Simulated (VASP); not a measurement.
# Ge (I4_1/amd) in VASP: settings compared, part 2 of 2

VASP 6.6.1.

**3. Relaxation of cell and atoms, revPBE**

File INCAR:

```
SYSTEM = Ge
PREC = Accurate
ENCUT = 600
EDIFF = 1E-6
ISMEAR = -1
SIGMA = 0.05
LREAL = .FALSE.
LASPH = .TRUE.
NELM = 60
ALGO = Normal
ISIF = 3
LWAVE = .FALSE.
LCHARG = .FALSE.
GGA = RE
IBRION = 2
NSW = 60
EDIFFG = -0.01
```

File KPOINTS:

```
regular mesh
0
G
  11 11 11
  0 0 0
```

File POSCAR:

```
Ge
1.0
   -2.5744897190      2.5744897190      1.3974126432
    2.5744897190     -2.5744897190      1.3974126432
    2.5744897190      2.5744897190     -1.3974126432
Ge
2
Direct
    0.5000000000      0.5000000000      0.0000000000
    0.2500000000      0.7500000000      0.5000000000
```

Potentials or basis: VASP PAW PBE potentials, release 64 (Ge_d).

On the command line:

```
$ cat potpaw_PBE.64/Ge_d/POTCAR > POTCAR
$ mpirun -np 1 vasp_std > vasp.out
```

OUTCAR:

```text
SYSTEM = Ge
   PREC = Accurate
   ENCUT = 600
   EDIFF = 1E-6
   ISMEAR = -1
   LREAL = .FALSE.
   LASPH = .TRUE.
   NELM = 60
   ISIF = 3
   GGA = RE
   IBRION = 2
   NSW = 60
   EDIFFG = -0.01

 ion  position               nearest neighbor table
   1  0.500  0.500  0.000-   2 2.67   2 2.67   2 2.67   2 2.67
   2  0.250  0.750  0.500-   1 2.67   1 2.67   1 2.67   1 2.67

  LATTYP: Found a body centered tetragonal cell.
 ALAT       =     5.1489794380
 C/A-ratio  =     0.5427920853

  Lattice vectors:

 A1 = (  -2.5744897190,   2.5744897190,   1.3974126432)
 A2 = (   2.5744897190,  -2.5744897190,   1.3974126432)
 A3 = (   2.5744897190,   2.5744897190,  -1.3974126432)

Analysis of symmetry for initial positions (statically):
=====================================================================
 Subroutine PRICEL returns:
[... 363 lines left out ...]
  energy without entropy =       -7.95835453  energy(sigma->0) =       -7.96216768

 E-fermi :   6.2237     XC(G=0): -10.9378

 val. band max:        6.2225335355   @ k =  -0.4545   0.0909   0.0000
 cond. band min:       6.2280358913   @ k =   0.3636   0.3636   0.0909
 fundamental gap:      0.0055023557
 Fermi energy:         6.2236931664

 k-point     1 :       0.0000    0.0000    0.0000
  band No.  band energies     occupation
      1     -18.5201      2.00000
      2     -18.4885      2.00000
      3     -18.4601      2.00000
      4     -18.4555      2.00000
      5     -18.3711      2.00000
      6     -18.3711      2.00000
[... 481 lines left out ...]
      5     -18.3777      2.00000
      6     -18.3647      2.00000
[... 10 lines left out ...]
     17      11.8955      0.00000
     18      13.9366      0.00000

 [... further k-points ...]

------------------------ aborting loop because EDIFF is reached ----------------------------------------

  FORCE on cell =-STRESS in cart. coord.  units (eV):
  Direction    XX          YY          ZZ          XY          YZ          ZX
  --------------------------------------------------------------------------------------
  -------------------------------------------------------------------------------------
  Total       -0.0096670     -0.0096670     -0.0107158      0.0000000      0.0000000      0.0000000
  in kB       -0.3933671     -0.3933671     -0.4360462      0.0000000      0.0000000      0.0000000
  external PRESSURE =      -0.4075935 kB  Pullay stress =       0.0000000 kB
[... 17 lines left out ...]
  FREE ENERGIE OF THE ION-ELECTRON SYSTEM (eV)
  ---------------------------------------------------
  free  energy   TOTEN  =        -7.9659808314 eV

  energy  without entropy=       -7.9583545266  energy(sigma->0) =       -7.96216768

 reached required accuracy - stopping structural energy minimisation
```

OSZICAR:

```text
N       E                     dE             d eps       ncg     rms          rms(c)
DAV:   1     0.161469647375E+03    0.16147E+03   -0.16288E+04  4648   0.486E+03
DAV:   2     0.112015034291E+02   -0.15027E+03   -0.14778E+03  4538   0.562E+02
[... 85 lines left out ...]
  13 F= -.79659781E+01 E0= -.79621487E+01  d E =-.252783E-04
       N       E                     dE             d eps       ncg     rms          rms(c)
DAV:   1    -0.796605743587E+01   -0.79099E-04   -0.13513E-03  5684   0.423E-01    0.514E-02
DAV:   2    -0.796600620810E+01    0.51228E-04   -0.76372E-05  5766   0.185E-01    0.310E-02
DAV:   3    -0.796598082942E+01    0.25379E-04   -0.51990E-05  6486   0.136E-01    0.368E-03
DAV:   4    -0.796598083142E+01   -0.19963E-08   -0.82658E-06  4936   0.457E-02
  14 F= -.79659808E+01 E0= -.79621677E+01  d E =-.280288E-04
```

CONTCAR:

```text
Ge
   1.00000000000000
    -2.6307144362615396    2.6307144362615396    1.4223122826375509
     2.6307144362615396   -2.6307144362615396    1.4223122826375509
     2.6307144362615396    2.6307144362615396   -1.4223122826375509
  Ge
     2
Direct
     0.5000000000000000    0.5000000000000000    0.0000000000000000
     0.2500000000000000    0.7500000000000000    0.5000000000000000

  0.00000000E+00  0.00000000E+00  0.00000000E+00
  0.00000000E+00  0.00000000E+00  0.00000000E+00
```

Wall time 9.4 min (1 thread of Intel Xeon 8259CL, shared host); peak memory 0.25 GiB.

What came out:

* Free energy: -7.9660 eV
* Relaxed volume: 19.69 Å³/atom
* Relaxed cell: a = 3.983 Å, b = 3.983 Å, c = 3.983 Å, α = 97.33°, β = 97.33°, γ = 138.16°
* Space group after relaxing (to 0.1 Å): I4_1/amd (No. 141)
* Energy gained by relaxing: 15.7 meV/atom
* Ionic steps: 14
* Pressure after relaxing: 0.0 GPa
* Band gap on the k mesh: zero (bands 14 and 15 overlap by 4.29 eV)

Step by step:
```csv
step,energy change (eV),largest force (eV/Å),pressure (GPa),volume (Å³)
1,0.0000,0.0000,4.38,37.05
2,-0.0304,0.0000,-0.41,39.83
3,-0.0313,0.0000,-0.24,39.51
4,-0.0314,0.0000,0.00,39.37
5,-0.0314,0.0000,-0.11,39.42
6,-0.0315,0.0000,0.34,39.35
7,-0.0315,0.0000,-0.06,39.37
8,-0.0315,0.0000,0.04,39.36
9,-0.0315,0.0000,0.00,39.36
10,-0.0315,0.0000,0.04,39.35
11,-0.0315,0.0000,0.02,39.35
12,-0.0315,0.0000,0.05,39.35
13,-0.0315,0.0000,0.08,39.37
14,-0.0315,0.0000,-0.04,39.37
```

Final structure:
```yaml
crystal:
  lattice:
    - [-2.63071, 2.63071, 1.42231]
    - [2.63071, -2.63071, 1.42231]
    - [2.63071, 2.63071, -1.42231]
  atoms:
    - { symbol: Ge, position: [0.50000, 0.50000, 0.00000] }
    - { symbol: Ge, position: [0.25000, 0.75000, 0.50000] }
```

Caveat: the PAW data sets were made with another functional, which shifts forces and pressure a little.

**4. Single point, LDA**

This run uses another cell than the first one: it holds 4 atoms, not 2.

File INCAR:

```
SYSTEM = Ge
ALGO = Normal ; EDIFF = 1E-6
ENCUT = 520 ; GGA = CA
ISIF = 2 ; ISMEAR = 0
LASPH = .True. ; LCHARG = .False.
LREAL = .False. ; LWAVE = .False.
NBANDS = 36 ; NELM = 60
PREC = Accurate ; SIGMA = 0.05
```

File KPOINTS:

```
k-points
0
Gamma
  5 5 9
  0 0 0
```

File POSCAR:

```
Ge
1.0
    5.1489794400      0.0000000000      0.0000000000
    0.0000000000      5.1489794400      0.0000000000
    0.0000000000      0.0000000000      2.7948252900
Ge
4
Direct
    0.0000000000      0.0000000000      0.5000000000
    0.0000000000      0.5000000000      0.7500000000
    0.5000000000      0.5000000000      0.0000000000
    0.5000000000      0.0000000000      0.2500000000
```

Potentials or basis: VASP PAW LDA potentials, release 64 (Ge_d).

On the command line:

```
$ cat potpaw_LDA.64/Ge_d/POTCAR > POTCAR
$ mpirun -np 1 vasp_std > vasp.out
```

Run time: 90 s. Hardware: 1 thread of Intel Xeon 8259CL, shared host; peak memory 0.19 GiB.

The run converged. Its results:

```
Free energy            : -20.0386 eV
Pressure               : -2.6 GPa
Band gap on the k mesh : zero (bands 28 and 29 overlap by 3.03 eV)
```

Stress tensor (GPa, compression positive):
```
-1.97  0.00  0.00
 0.00 -1.97  0.00
 0.00  0.00 -3.85
```

Levels at points of the mesh, in eV from the Fermi level:
| k point | band 26 | band 27 | band 28 | band 29 | band 30 | band 31 |
| --- | --- | --- | --- | --- | --- | --- |
| (0.00, 0.00, 0.00) | -4.18 | -2.35 | -2.35 | 3.35 | 6.11 | 6.11 |

**5. Summary**

| task | level | potentials or basis | cell | k mesh | cutoff (eV) | smearing | gap on the mesh (eV) | pressure (GPa) | relaxed volume (Å³/atom) |
| --- | --- | --- | --- | --- | --- | --- | --- | --- | --- |
| relaxation of cell and atoms | BLYP+D4 | VASP PAW PBE potentials, release 64 (Ge_d) | relaxed from a = 3.900 Å, angles 97.4, 97.4, 138.0°, 2 atoms, atomic positions A | 11 × 11 × 11 | 600 | fermi-dirac 0.05 eV | none | 0.0 | 19.48 |
| relaxation of cell and atoms | revPBE | VASP PAW PBE potentials, release 64 (Ge_d) | relaxed from a = 3.900 Å, angles 97.4, 97.4, 138.0°, 2 atoms, atomic positions A | 11 × 11 × 11 | 600 | fermi-dirac 0.05 eV | none | 0.0 | 19.69 |
| single point | LDA | VASP PAW LDA potentials, release 64 (Ge_d) | a = 5.149, b = 5.149, c = 2.795 Å, 4 atoms, atomic positions B | 5 × 5 × 9 | 520 | gaussian 0.05 eV | none | -2.6 | - |

Alike in all rows: no spin polarisation.

Caveats: the PAW data sets were made with another functional, which shifts forces and pressure a little (at least some runs).

Total energies depend on the potentials used, so only differences within one code and one set of settings carry meaning.
